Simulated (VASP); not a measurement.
# NaCl (Fm-3m) in VASP: single point with PBE

Aim: the single point of NaCl with PBE.

Everything below comes from runs of VASP 6.6.1. Logs are shortened: lines on timing, memory, paths and dates and some standing lists are left out, and cuts for length are marked.

### Step 1. The cell of the first run

The structure is cubic, space group Fm-3m (No. 225). Conventional cell: a = 5.696 Å, b = 5.696 Å, c = 5.696 Å, α = 90.00°, β = 90.00°, γ = 90.00°. Na (site symmetry m-3m) has 6 Cl at 2.85 Å within 3.8 Å. Cl (site symmetry m-3m) has 6 Na at 2.85 Å within 3.8 Å.

### Step 2. Single point, PBE

POSCAR

```
NaCl
1.0
    0.0000000000      2.8479193352      2.8479193352
    2.8479193352      0.0000000000      2.8479193352
    2.8479193352      2.8479193352      0.0000000000
Na Cl
1 1
Direct
    0.0000000000      0.0000000000      0.0000000000
    0.5000000000      0.5000000000      0.5000000000
```

INCAR.step1

```
PREC = Accurate ; ENCUT = 400
EDIFF = 1E-6 ; ISMEAR = 0
SIGMA = 0.02 ; LREAL = F
LASPH = T ; NELM = 120
ALGO = Normal ; ISIF = 2
LWAVE = F ; LCHARG = T
GGA = PE ; NBANDS = 14
GGA_COMPAT = F ; NEDOS = 2001
LORBIT = 11
```

KPOINTS.step1

```
Automatic mesh
0
Gamma
  8 8 8
```

INCAR.step2

```
PREC = Accurate ; ENCUT = 400
EDIFF = 1E-6 ; ISMEAR = -5
SIGMA = 0.02 ; LREAL = F
LASPH = T ; NELM = 120
ALGO = Normal ; ISIF = 2
LWAVE = F ; LCHARG = F
GGA = PE ; LORBIT = 10
NBANDS = 14 ; NEDOS = 1001
ICHARG = 11 ; GGA_COMPAT = F
```

KPOINTS.step2

```
Automatic mesh
0
Gamma
  12 12 12
```

Potentials or basis: VASP PAW PBE potentials, release 64 (Na_pv, Cl).

On the command line:

```
$ cat potpaw_PBE.64/Na_pv/POTCAR potpaw_PBE.64/Cl/POTCAR > POTCAR
$ cp INCAR.step1 INCAR
$ cp KPOINTS.step1 KPOINTS
$ mpirun -np 1 vasp_std > vasp.out
$ cp INCAR.step2 INCAR
$ cp KPOINTS.step2 KPOINTS
$ mpirun -np 1 vasp_std > vasp.out
```

OUTCAR:

```text
PREC = Accurate
   ENCUT = 400
   EDIFF = 1E-6
   ISMEAR = -5
   LREAL = F
   LASPH = T
   NELM = 120
   ISIF = 2
   GGA = PE
   LORBIT = 10
   ICHARG = 11

 ion  position               nearest neighbor table
   1  0.000  0.000  0.000-
   2  0.500  0.500  0.500-

  LATTYP: Found a face centered cubic cell.
 ALAT       =     5.6958386704

  Lattice vectors:

 A1 = (   0.0000000000,   2.8479193352,   2.8479193352)
 A2 = (   2.8479193352,   0.0000000000,   2.8479193352)
 A3 = (   2.8479193352,   2.8479193352,   0.0000000000)

Analysis of symmetry for initial positions (statically):
=====================================================================
 Subroutine PRICEL returns:
 Original cell was already a primitive cell.

 Routine SETGRP: Setting up the symmetry group for a
 face centered cubic supercell.

 Subroutine GETGRP returns: Found 48 space group operations
 (whereof 48 operations were pure point group operations)
 out of a pool of 48 trial point group operations.

The static configuration has the point symmetry O_h .

Analysis of symmetry for dynamics (positions and initial velocities):
=====================================================================
 Subroutine PRICEL returns:
 Original cell was already a primitive cell.

 Routine SETGRP: Setting up the symmetry group for a
 face centered cubic supercell.

 Subroutine GETGRP returns: Found 48 space group operations
 (whereof 48 operations were pure point group operations)
 out of a pool of 48 trial point group operations.

The dynamic configuration has the point symmetry O_h .

 Subroutine INISYM returns: Found 48 space group operations
 (whereof 48 operations are pure point group operations),
 and found     1 'primitive' translations

----------------------------------------------------------------------------------------

                                     Primitive cell

  volume of cell :      46.1969

  direct lattice vectors                    reciprocal lattice vectors
     0.000000000  2.847919335  2.847919335    -0.175566770  0.175566770  0.175566770
     2.847919335  0.000000000  2.847919335     0.175566770 -0.175566770  0.175566770
     2.847919335  2.847919335  0.000000000     0.175566770  0.175566770 -0.175566770

  length of vectors
     4.027566148  4.027566148  4.027566148     0.304090566  0.304090566  0.304090566

  position of ions in fractional coordinates (direct lattice)
     0.000000000  0.000000000  0.000000000
     0.500000000  0.500000000  0.500000000

  ion indices of the primitive-cell ions
   primitive index   ion index
                 1           1
[... 95 lines left out ...]
     AMIX_MAG =   1.60;   BMIX_MAG =  1.00
  volume/ion in A,a.u.               =      23.10       155.88
  Fermi-wavevector in a.u.,A,eV,Ry     =   1.099630  2.077999 16.451970  1.209186
  Thomas-Fermi vector in A             =   2.236028
   LORBIT       =     10    0 simple, 1 ext, 2 COOP (PROOUT), +10 PAW based schemes
   GGA     = PE    functional components
   LHFCALC =     F    Hartree Fock is set to
   AEXX    =    0.0000 exact exchange contribution
   IVDW    =     0    specifies the selected vdW correction
   LEPSILON=     F    determine dielectric tensor
   LRPA    =     F    only Hartree local field effects (RPA)
 non-spin polarized calculation
 Fermi weights with tetrahedron method with Bloechl corrections
  energy-cutoff  :      400.00
  volume of cell :       46.20
 maximum number of plane-waves:       869
 NGX is ok and might be reduce to    28

 number of electron      13.9999989 magnetization

 Free energy of the ion-electron system (eV)
  ---------------------------------------------------
  ext. energy  EPLUGINS =         0.00000000
  ---------------------------------------------------
  free energy    TOTEN  =        -6.77771209 eV

  energy without entropy =       -6.77771209  energy(sigma->0) =       -6.77771209

 E-fermi :  -0.8910     XC(G=0):  -8.0421

 val. band max:       -0.8979752167   @ k =   0.0000   0.0000   0.0000
 cond. band min:       4.0940222562   @ k =   0.0000   0.0000   0.0000
 fundamental gap:      4.9919974729
 Fermi energy:        -0.8909519132

 k-point     1 :       0.0000    0.0000    0.0000
  band No.  band energies     occupation
      1     -21.7728      2.00000
      2     -21.7728      2.00000
      3     -21.7728      2.00000
      4     -13.4946      2.00000
      5      -0.8980      2.00000
      6      -0.8980      2.00000
      7      -0.8980      2.00000
      8       4.0940      0.00000
      9      10.1873      0.00000
     10      10.1873      0.00000
     11      10.1873      0.00000
     12      12.3116      0.00000
     13      12.3116      0.00000
     14      13.8701      0.00000
[... 377 lines left out ...]
      1     -21.7945      2.00000
      2     -21.7781      2.00000
      3     -21.7752      2.00000
      4     -13.1693      2.00000
      5      -2.5637      2.00000
      6      -1.4846      2.00000
      7      -1.2024      2.00000
      8       6.9725      0.00000
      9       8.8558      0.00000
     10       9.4405      0.00000
     11      10.4699      0.00000
     12      13.9499      0.00000
     13      14.0416      0.00000
     14      15.3808      0.00000

 [... further k-points ...]

------------------------ aborting loop because EDIFF is reached ----------------------------------------

  FORCE on cell =-STRESS in cart. coord.  units (eV):
  Direction    XX          YY          ZZ          XY          YZ          ZX
  --------------------------------------------------------------------------------------
  -------------------------------------------------------------------------------------
  Total       -0.0542006     -0.0542006     -0.0542006      0.0000000      0.0000000      0.0000000
  in kB       -1.8797582     -1.8797582     -1.8797582      0.0000000      0.0000000      0.0000000
  external PRESSURE =      -1.8797582 kB  Pullay stress =       0.0000000 kB

 VOLUME and BASIS-vectors are now :
 -----------------------------------------------------------------------------
  energy-cutoff  :      400.00
  volume of cell :       46.20
      direct lattice vectors                 reciprocal lattice vectors
     0.000000000  2.847919335  2.847919335    -0.175566770  0.175566770  0.175566770
     2.847919335  0.000000000  2.847919335     0.175566770 -0.175566770  0.175566770
     2.847919335  2.847919335  0.000000000     0.175566770  0.175566770 -0.175566770

 POSITION                                       TOTAL-FORCE (eV/Angst)
 -----------------------------------------------------------------------------------
      0.00000      0.00000      0.00000        -0.000000     -0.000000     -0.000000
      2.84792      2.84792      2.84792         0.000000      0.000000      0.000000
 -----------------------------------------------------------------------------------
    total drift:                                0.000000      0.000000      0.000000

  FREE ENERGIE OF THE ION-ELECTRON SYSTEM (eV)
  ---------------------------------------------------
  free  energy   TOTEN  =        -6.7777120945 eV

  energy  without entropy=       -6.7777120945  energy(sigma->0) =       -6.77771209

 total charge

# of ion       s       p       d       tot
------------------------------------------
    1        0.040   5.976   0.000   6.017
    2        1.588   3.576   0.000   5.164
--------------------------------------------------
tot          1.628   9.553   0.000  11.181
```

OUTCAR.step1:

```text
PREC = Accurate
   ENCUT = 400
   EDIFF = 1E-6
   ISMEAR = 0
   LREAL = F
   LASPH = T
[... 634 lines left out ...]
    total drift:                                0.000000      0.000000      0.000000

  FREE ENERGIE OF THE ION-ELECTRON SYSTEM (eV)
  ---------------------------------------------------
  free  energy   TOTEN  =        -6.7776765855 eV

  energy  without entropy=       -6.7776765855  energy(sigma->0) =       -6.77767659

 total charge

# of ion       s       p       d       tot
------------------------------------------
    1        0.040   5.976   0.000   6.017
    2        1.588   3.576   0.000   5.164
--------------------------------------------------
tot          1.628   9.553   0.000  11.181
```

OSZICAR.step1:

```text
N       E                     dE             d eps       ncg     rms          rms(c)
DAV:   1     0.814425197439E+02    0.81443E+02   -0.64185E+03   870   0.825E+02
DAV:   2    -0.851122224509E+00   -0.82294E+02   -0.76707E+02   928   0.232E+02
DAV:   3    -0.689595816242E+01   -0.60448E+01   -0.60153E+01  1052   0.614E+01
DAV:   4    -0.698039580448E+01   -0.84438E-01   -0.84418E-01   958   0.792E+00
DAV:   5    -0.698218806456E+01   -0.17923E-02   -0.17921E-02  1042   0.114E+00    0.211E+00
DAV:   6    -0.678367331050E+01    0.19851E+00   -0.33567E-01  1004   0.327E+00    0.157E+00
DAV:   7    -0.677179961683E+01    0.11874E-01   -0.81578E-02  1110   0.159E+00    0.108E+00
DAV:   8    -0.677764745829E+01   -0.58478E-02   -0.10309E-02   914   0.840E-01    0.290E-01
DAV:   9    -0.677754135809E+01    0.10610E-03   -0.21270E-04  1004   0.108E-01    0.165E-01
DAV:  10    -0.677768877677E+01   -0.14742E-03   -0.36078E-04   932   0.136E-01    0.687E-02
DAV:  11    -0.677767737776E+01    0.11399E-04   -0.17765E-05  1010   0.369E-02    0.183E-02
DAV:  12    -0.677767658555E+01    0.79222E-06   -0.26270E-06   980   0.138E-02
   1 F= -.67776766E+01 E0= -.67776766E+01  d E =-.454969E-14
```

Wall time 38 s (1 thread of Intel Xeon Platinum 8259CL at 2.50GHz (Skylake/Cascade Lake), shared host); peak memory 0.15 GiB.

What came out:

* Valence electrons inside the program's atomic spheres: Na 6.02; Cl 5.16
